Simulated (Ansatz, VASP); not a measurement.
## NbRu in VASP and in Ansatz

```
CELL_PARAMETERS angstrom
3.14097 0.00000 0.00000
0.00000 3.14097 0.00000
0.00000 0.00000 3.14097
ATOMIC_POSITIONS crystal
Nb 0.00000 0.00000 0.00000
Ru 0.50000 0.50000 0.50000
```

Change from the starting cell: volume scaled by 0.96.

Alike in both runs: task single point; functional PBEsol; k mesh 11 × 11 × 11; occupations fermi-dirac, width 0.03 eV; no spin polarisation.

|  | VASP | Ansatz |
| --- | --- | --- |
| version | VASP 6.6.1 | Ansatz 0.2.0 |
| potentials or method | VASP PAW PBE potentials, release 64 (Nb_sv, Ru_pv), cutoff 520 eV | all-electron LAPW, scalar-relativistic |

|  | VASP | Ansatz | Ansatz less VASP |
| --- | --- | --- | --- |
| pressure (GPa) | -0.8 | -0.5 | +0.27 |

VASP's potentials were made for PBE, not for PBEsol. Ansatz ran all-electron here, and VASP with PAW potentials.
